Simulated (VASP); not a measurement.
# Te (P3_121) in VASP: further runs

Runs on Te. Level: LDA. Tasks: electric field gradients.

Program: VASP 6.6.1. These are calculated values, not measurements. Logs are shortened: lines on timing, memory, paths and dates and some standing lists are left out, and cuts for length are marked.

## 1. The cell of the first run

The structure is trigonal, space group P3_121 (No. 152). Conventional cell: a = 4.488 Å, b = 4.488 Å, c = 5.964 Å, α = 90.00°, β = 90.00°, γ = 120.00°. Te (site symmetry 2) has 6 Te at 2.81 to 3.55 Å within 3.7 Å.

## 2. Electric field gradients, LDA (34.67 Å³/atom)

Input file INCAR:

```
ALGO     = Normal         # electronic algorithm
EDIFF    = 1E-8           # SCF threshold, eV
ENCUT    = 520            # plane-wave cutoff, eV
ISIF     = 2              # what is computed and relaxed
ISMEAR   = -1             # smearing method
LASPH    = T              # aspherical terms in the spheres
LCHARG   = F              # write CHGCAR
LEFG     = T            
LREAL    = F              # projectors in reciprocal space
LWAVE    = F              # write WAVECAR
NBANDS   = 16             # bands
NELM     = 80             # most SCF steps
PREC     = Accurate       # precision mode
SIGMA    = 0.08           # smearing width, eV
```

Input file KPOINTS:

```
k-points
0
Gamma
  9 9 6
```

Input file POSCAR:

```
Te
1.0
    4.4875234943      0.0000000000      0.0000000000
   -2.2437617472      3.8863093462      0.0000000000
    0.0000000000      0.0000000000      5.9642395541
Te
3
Direct
    0.7450000000      0.0000000000      0.3333333333
    0.0000000000      0.7450000000      0.6666666667
    0.2550000000      0.2550000000      0.0000000000
```

Potentials or basis: VASP PAW LDA potentials, release 64 (Te).

The run is started by

```sh
> cat potpaw_LDA.64/Te/POTCAR > POTCAR
> mpirun -np 1 vasp_std > vasp.out
```

OUTCAR:

```text
EDIFF = 1E-8
   ENCUT = 520
   ISIF = 2
   ISMEAR = -1
   LASPH = T
   LREAL = F
   NELM = 80
   PREC = Accurate

 ion  position               nearest neighbor table
   1  0.745  0.000  0.333-   3 2.81   2 2.81   3 3.55   3 3.55   2 3.55   2 3.55
   2  0.000  0.745  0.667-   3 2.81   1 2.81   3 3.55   3 3.55   1 3.55   1 3.55
   3  0.255  0.255  0.000-   1 2.81   2 2.81   2 3.55   1 3.55   1 3.55   2 3.55

  LATTYP: Found a hexagonal cell.
 ALAT       =     4.4875234943
 C/A-ratio  =     1.3290714938

  Lattice vectors:

 A1 = (   4.4875234943,   0.0000000000,   0.0000000000)
 A2 = (  -2.2437617472,   3.8863093462,   0.0000000000)
 A3 = (   0.0000000000,   0.0000000000,   5.9642395541)

Analysis of symmetry for initial positions (statically):
=====================================================================
 Subroutine PRICEL returns:
 Original cell was already a primitive cell.

 Routine SETGRP: Setting up the symmetry group for a
 hexagonal supercell.

 Subroutine GETGRP returns: Found  6 space group operations
 (whereof  2 operations were pure point group operations)
 out of a pool of 24 trial point group operations.

The static configuration has the point symmetry C_2 .
 The point group associated with its full space group is D_3 .

Analysis of symmetry for dynamics (positions and initial velocities):
=====================================================================
 Subroutine PRICEL returns:
 Original cell was already a primitive cell.

 Routine SETGRP: Setting up the symmetry group for a
 hexagonal supercell.

 Subroutine GETGRP returns: Found  6 space group operations
 (whereof  2 operations were pure point group operations)
 out of a pool of 24 trial point group operations.

The dynamic configuration has the point symmetry C_2 .
 The point group associated with its full space group is D_3 .

 Subroutine INISYM returns: Found  6 space group operations
 (whereof  2 operations are pure point group operations),
 and found     1 'primitive' translations

----------------------------------------------------------------------------------------

                                     Primitive cell

  volume of cell :     104.0158

  direct lattice vectors                    reciprocal lattice vectors
     4.487523494  0.000000000  0.000000000     0.222840059  0.128656768  0.000000000
    -2.243761747  3.886309346  0.000000000     0.000000000  0.257313536  0.000000000
     0.000000000  0.000000000  5.964239554     0.000000000  0.000000000  0.167665968

  length of vectors
     4.487523494  4.487523494  5.964239554     0.257313536  0.257313536  0.167665968

  position of ions in fractional coordinates (direct lattice)
     0.745000000  0.000000000  0.333333333
     1.000000000  0.745000000  0.666666667
     0.255000000  0.255000000  0.000000000

  ion indices of the primitive-cell ions
   primitive index   ion index
                 1           1
                 2           2
                 3           3

----------------------------------------------------------------------------------------

 KPOINTS: k-points

Automatic generation of k-mesh.
 Grid dimensions read from file:
 generate k-points for:    9    9    6

 Generating k-lattice:

  Cartesian coordinates                     Fractional coordinates (reciprocal lattice)
     0.024760007  0.014295196  0.000000000     0.111111111  0.000000000  0.000000000
     0.000000000  0.028590393  0.000000000     0.000000000  0.111111111  0.000000000
     0.000000000  0.000000000  0.027944328     0.000000000  0.000000000  0.166666667

  Length of vectors
     0.028590393  0.028590393  0.027944328

  Shift w.r.t. Gamma in fractional coordinates (k-lattice)
     0.000000000  0.000000000  0.000000000

 Subroutine IBZKPT returns following result:
 ===========================================

 Found     62 irreducible k-points:

 Following reciprocal coordinates:
            Coordinates               Weight
  0.000000  0.000000  0.000000      1.000000
  0.111111  0.000000  0.000000      6.000000
  0.222222  0.000000  0.000000      6.000000
  0.333333  0.000000  0.000000      6.000000
  0.444444  0.000000  0.000000      6.000000
  0.111111  0.111111  0.000000      6.000000
[... 16 lines left out ...]
  0.222222  0.111111  0.166667     12.000000
 -0.111111  0.333333  0.166667     12.000000
 [... further k-points ...]
   k-points           NKPTS =     62   k-points in BZ     NKDIM =     62   number of bands    NBANDS=     16
   number of dos      NEDOS =    301   number of ions     NIONS =      3
   total plane-waves  NPLWV =  62208
   dimension x,y,z NGX =    36 NGY =   36 NGZ =   48
   dimension x,y,z NGXF=    72 NGYF=   72 NGZF=   96
   ions per type =               3
   NGX,Y,Z   is equivalent  to a cutoff of  13.34, 13.34, 13.38 a.u.
   NGXF,Y,Z  is equivalent  to a cutoff of  26.67, 26.67, 26.76 a.u.
 SYSTEM =  unknown system
   PREC   = accura    normal or accurate (medium, high low for compatibility)
   ISTART =      0    job   : 0-new  1-cont  2-samecut
   ICHARG =      2    charge: 1-file 2-atom 10-const
   ISPIN  =      1    spin polarized calculation?
   LNONCOLLINEAR =      F non collinear calculations
   LSORBIT =      F    spin-orbit coupling
   LASPH  =      T    aspherical Exc in radial PAW
   ENCUT  =  520.0 eV  38.22 Ry    6.18 a.u.   8.34  8.34 11.09*2*pi/ulx,y,z
   NELM   =     80;   NELMIN=  2; NELMDL= -5     # of ELM steps
   EDIFF  = 0.1E-07   stopping-criterion for ELM
   LREAL  =      F    real-space projection
   EDIFFG = 0.1E-06   stopping-criterion for IOM
   NSW    =      0    number of steps for IOM
   IBRION =     -1    ionic relax: 0-MD 1-quasi-New 2-CG
   NFREE  =      0    steps in history (QN), initial steepest desc. (CG)
   ISIF   =      2    stress and relaxation
   ISYM   =      2    0-nonsym 1-usesym 2-fastsym
   POTIM  = 0.5000    time-step for ionic-motion
   TEBEG  =    0.0;   TEEND  =   0.0 temperature during run
   PSTRESS=    0.0 pullay stress
   NELECT =      18.0000    total number of electrons
   NUPDOWN=      -1.0000    fix difference up-down
   EMIN   =  10.00;   EMAX   =-10.00  energy-range for DOS
   EFERMI =   0.00;   METHOD = LEGACY
   ISMEAR =    -1;   SIGMA  =   0.08  broadening in eV -4-tet -1-fermi 0-gaus
   EFERMI_NEDOS =   21; number of points for ismear=-14 and -15
   IALGO  =     38    algorithm
   IMIX   =      4    mixing-type and parameters
     AMIX     =   0.40;   BMIX     =  1.00
     AMIX_MAG =   1.60;   BMIX_MAG =  1.00
  volume/ion in A,a.u.               =      34.67       233.98
  Fermi-wavevector in a.u.,A,eV,Ry     =   0.912289  1.723977 11.323746  0.832272
  Thomas-Fermi vector in A             =   2.036668
   LORBIT       =      0    0 simple, 1 ext, 2 COOP (PROOUT), +10 PAW based schemes
   GGA     = CA    functional components
   LHFCALC =     F    Hartree Fock is set to
   AEXX    =    0.0000 exact exchange contribution
   IVDW    =     0    specifies the selected vdW correction
   LEPSILON=     F    determine dielectric tensor
   LRPA    =     F    only Hartree local field effects (RPA)
 non-spin polarized calculation
  energy-cutoff  :      520.00
  volume of cell :      104.02
 maximum number of plane-waves:      2878
 NGX is ok and might be reduce to    36
   NGX = 17   NGY = 17   NGZ = 23

 number of electron      17.9999999 magnetization

 Free energy of the ion-electron system (eV)
  ---------------------------------------------------
  ext. energy  EPLUGINS =         0.00000000
  ---------------------------------------------------
  free energy    TOTEN  =       -11.28580346 eV

  energy without entropy =      -11.28339603  energy(sigma->0) =      -11.28459975

 E-fermi :   5.6143     XC(G=0):  -9.1960

 val. band max:        5.5687879881   @ k =   0.3333   0.3333   0.5000
 cond. band min:       6.1130715608   @ k =   0.0000   0.0000   0.5000
 fundamental gap:      0.5442835727
 Fermi energy:         5.6143322540

 k-point     1 :       0.0000    0.0000    0.0000
  band No.  band energies     occupation
      1      -8.1211      2.00000
      2      -4.8224      2.00000
      3      -4.8224      2.00000
      4       2.4576      2.00000
      5       2.6576      2.00000
      6       2.6576      2.00000
[... 8 lines left out ...]
     15      11.1208      0.00000
     16      11.9046      0.00000

 k-point     2 :       0.1111    0.0000    0.0000
  band No.  band energies     occupation
      1      -8.0461      2.00000
      2      -4.8459      2.00000
      3      -4.7989      2.00000
      4       1.8501      2.00000
      5       2.2998      2.00000
      6       2.6081      2.00000
[... 8 lines left out ...]
     15      11.4615      0.00000
     16      11.8144      0.00000

 k-point     3 :       0.2222    0.0000    0.0000
  band No.  band energies     occupation
      1      -7.8345      2.00000
      2      -4.9447      2.00000
      3      -4.7359      2.00000
      4       1.1080      2.00000
      5       1.7786      2.00000
      6       2.3250      2.00000
[... 8 lines left out ...]
     15      11.7998      0.00000
     16      12.2884      0.00000

 k-point     4 :       0.3333    0.0000    0.0000
  band No.  band energies     occupation
      1      -7.5370      2.00000
      2      -5.1510      2.00000
      3      -4.6582      2.00000
      4       0.7161      2.00000
      5       1.3632      2.00000
      6       2.0706      2.00000
[... 8 lines left out ...]
     15      12.5365      0.00000
     16      13.1209      0.00000
[... 324 lines left out ...]
 k-point    22 :       0.1111    0.1111    0.1667
  band No.  band energies     occupation
      1      -7.8057      2.00000
      2      -5.6636      2.00000
      3      -4.0233      2.00000
      4       1.3944      2.00000
      5       1.6994      2.00000
      6       2.6469      2.00000
[... 8 lines left out ...]
     15      11.6376      0.00000
     16      11.8571      0.00000

 k-point    23 :       0.2222    0.1111    0.1667
  band No.  band energies     occupation
      1      -7.5502      2.00000
      2      -5.6228      2.00000
      3      -4.1786      2.00000
      4       0.8175      2.00000
      5       1.2264      2.00000
      6       2.3253      2.00000
[... 8 lines left out ...]
     15      12.3382      0.00000
     16      13.0115      0.00000

 k-point    24 :      -0.1111    0.3333    0.1667
  band No.  band energies     occupation
      1      -7.5557      2.00000
      2      -5.5685      2.00000
      3      -4.2717      2.00000
      4       1.0045      2.00000
      5       1.4239      2.00000
      6       2.4736      2.00000
[... 8 lines left out ...]
     15      12.0096      0.00000
     16      12.3696      0.00000

 [... further k-points ...]

------------------------ aborting loop because EDIFF is reached ----------------------------------------

  FORCE on cell =-STRESS in cart. coord.  units (eV):
  Direction    XX          YY          ZZ          XY          YZ          ZX
  --------------------------------------------------------------------------------------
  -------------------------------------------------------------------------------------
  Total       -0.7710161     -0.7710161     -0.6581260      0.0000000      0.0000000     -0.0000000
  in kB      -11.8761275    -11.8761275    -10.1372565      0.0000000      0.0000000     -0.0000000
  external PRESSURE =     -11.2965039 kB  Pullay stress =       0.0000000 kB

 VOLUME and BASIS-vectors are now :
 -----------------------------------------------------------------------------
  energy-cutoff  :      520.00
  volume of cell :      104.02
      direct lattice vectors                 reciprocal lattice vectors
     4.487523494  0.000000000  0.000000000     0.222840059  0.128656768  0.000000000
    -2.243761747  3.886309346  0.000000000     0.000000000  0.257313536  0.000000000
     0.000000000  0.000000000  5.964239554     0.000000000  0.000000000  0.167665968

 POSITION                                       TOTAL-FORCE (eV/Angst)
 -----------------------------------------------------------------------------------
      3.34321      0.00000      1.98808        -0.384880      0.000000      0.000000
     -1.67160      2.89530      3.97616         0.192440     -0.333316     -0.000000
      0.57216      0.99101      0.00000         0.192440      0.333316     -0.000000
 -----------------------------------------------------------------------------------
    total drift:                                0.000000      0.000000     -0.000000

  FREE ENERGIE OF THE ION-ELECTRON SYSTEM (eV)
  ---------------------------------------------------
  free  energy   TOTEN  =       -11.2858034587 eV

  energy  without entropy=      -11.2833960318  energy(sigma->0) =      -11.28459975

 Electric field gradients (V/A^2)
---------------------------------------------------------------------
 ion       V_xx      V_yy      V_zz      V_xy      V_xz      V_yz
---------------------------------------------------------------------
   1     181.320  -409.994   228.674     0.000    -0.000  -347.556
   2    -262.166    33.491   228.674  -256.046   300.993   173.778
   3    -262.166    33.491   228.674   256.046  -300.993   173.778
---------------------------------------------------------------------

 Electric field gradients after diagonalization (V/A^2)
 (convention: |V_zz| > |V_xx| > |V_yy|)
----------------------------------------------------------------------
 ion       V_xx      V_yy      V_zz     asymmetry (V_yy - V_xx)/ V_zz
----------------------------------------------------------------------
   1     381.325   181.320  -562.645       0.355
   2     381.325   181.320  -562.645       0.355
   3     381.325   181.320  -562.645       0.355
----------------------------------------------------------------------

           NMR quadrupolar parameters

 Cq : quadrupolar parameter    Cq=e*Q*V_zz/h
 eta: asymmetry parameters     (V_yy - V_xx)/ V_zz
 Q  : nuclear electric quadrupole moment in mb (millibarn)
----------------------------------------------------------------------
 ion       Cq(MHz)       eta       Q (mb)
----------------------------------------------------------------------
   1      -1.360       0.355       1.000
   2      -1.360       0.355       1.000
   3      -1.360       0.355       1.000
----------------------------------------------------------------------
```

Run time: 65 s. Hardware: 1 thread of Intel Xeon Platinum 8488C (Sapphire Rapids), shared host; peak memory 0.24 GiB.

What came out:

```yaml
Free_energy: -11.2858 eV
Pressure: -1.1 GPa
Largest_force: 0.385 eV/Å
Band_gap_on_the_k_mesh: 0.08 eV
Largest_electric_field_gradient_by_atom: Te -562.6 V/Å²
```

Forces in eV/Å, atoms in the order of the input:
```
Te  -0.385  0.000  0.000
Te   0.192 -0.333  0.000
Te   0.192  0.333  0.000
```

Levels at points of the mesh, in eV from the valence-band top:
| k point | band 6 | band 7 | band 8 | band 9 | band 10 | band 11 | band 12 | band 13 |
| --- | --- | --- | --- | --- | --- | --- | --- | --- |
| (0.00, 0.00, 0.00) | -2.83 | -1.57 | -1.57 | -0.56 | 1.05 | 1.05 | 1.74 | 4.89 |
| (0.00, 0.00, 0.50) | -2.59 | -1.28 | -1.04 | -1.04 | 0.63 | 0.73 | 0.73 | 4.07 |

Electric field gradients, principal values (V/Å²):
| atom | least | middle | greatest (by size) |
| --- | --- | --- | --- |
| 1 Te | 181.320 | 381.325 | -562.645 |
| 2 Te | 181.320 | 381.325 | -562.645 |
| 3 Te | 181.320 | 381.325 | -562.645 |

Caveat: the smearing spreads over this small gap; semilocal functionals underestimate gaps, and a narrow one can read as zero; without QUAD_EFG the Cq values of the log hold for a quadrupole moment of 1 mb, not for the nuclei; spin-orbit coupling is left out, which moves the levels of the heavy elements. A k mesh can miss the band edges.

[end of part 1 of 3]

The gap in the log of VASP goes by the Fermi energy; the results here count the filled bands.